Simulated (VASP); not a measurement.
A run of VASP 6.6.1 is set up as follows.

The input INCAR:

```
SYSTEM = HfN
PREC = Accurate ; ENCUT = 600
EDIFF = 1E-6 ; ISMEAR = -1
SIGMA = 0.05 ; LREAL = .FALSE.
LASPH = .TRUE. ; NELM = 60
ALGO = Normal ; ISIF = 3
LWAVE = .FALSE. ; LCHARG = .FALSE.
GGA = PS ; IBRION = 2
NSW = 60 ; EDIFFG = -0.01
```

File KPOINTS:

```
Automatic mesh
0
G
  9 9 9
  0 0 0
```

Contents of POSCAR:

```
HfN
1.0
    2.8250300000      0.0000000000      0.0000000000
    0.0000000000      2.8250300000      0.0000000000
    0.0000000000      0.0000000000      2.8250300000
Hf N
1 1
Direct
    0.5000000000      0.5000000000      0.5000000000
    0.0000000000      0.0000000000      0.0000000000
```

Potentials or basis: VASP PAW PBE potentials, release 64 (Hf_pv, N).

Launch:

```sh
$ cat potpaw_PBE.64/Hf_pv/POTCAR potpaw_PBE.64/N/POTCAR > POTCAR
$ mpirun -np 1 vasp_std > vasp.out
```

Task: What does it give for the band gap on the k mesh?

Result: Zero (an odd number of electrons rules out a gap without spin polarisation).

Task: What does it give for the space group after relaxing (to 0.1 Å)?

Result: Pm-3m (No. 221).

Task: Estimate the relaxed volume.

Result: 10.75 Å³/atom.

The path:
| step | energy change (eV) | largest force (eV/Å) | pressure (GPa) | volume (Å³) |
| --- | --- | --- | --- | --- |
| 1 | 0.0000 | 0.0000 | -11.08 | 22.55 |
| 2 | 0.0480 | 0.0000 | 20.54 | 20.10 |
| 3 | -0.0373 | 0.0000 | -0.22 | 21.53 |
| 4 | -0.0373 | 0.0000 | 0.02 | 21.51 |

Caveat: the PAW data sets were made with another functional, which shifts forces and pressure a little; spin-orbit coupling is left out, which moves the levels of the heavy elements.
